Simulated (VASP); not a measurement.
The system is Sr.

```
Sr
1.0
     3.93273    0.00000    0.00000
     0.00000    3.93273    0.00000
     0.00000    0.00000    3.93273
Sr
1
Direct
  0.00000 0.00000 0.00000
```

- Program: VASP 6.6.1
- Task: relaxation of cell and atoms
- Functional: PBE
- Potentials or basis: VASP PAW PBE potentials, release 64 (Sr_sv)
- Cutoff: 600 eV
- k mesh: 8 × 8 × 8
- Occupations: fermi-dirac, width 0.1 eV
- Spin: no spin polarisation

At the start: pressure -0.3 GPa; volume 60.82 Å³/atom.

Q: How do energy, volume and symmetry change on relaxing?

A: Over 3 steps the energy falls by 2.5 meV/atom and the volume is 57.92 Å³/atom (-4.8 %); space group Pm-3m (No. 221, to 0.05 Å).

Step by step:
```tsv
step	energy change (eV)	largest force (eV/Å)	pressure (GPa)	volume (Å³)
1	0.0000	0.0000	-0.30	60.82
2	-0.0016	0.0000	-0.20	59.83
3	-0.0025	0.0000	0.02	57.92
```

Final structure:
```xyz
1
Lattice="3.8692 0.0000 0.0000 0.0000 3.8692 0.0000 0.0000 0.0000 3.8692" Properties=species:S:1:pos:R:3 pbc="T T T"
Sr    0.0000    0.0000    0.0000
```
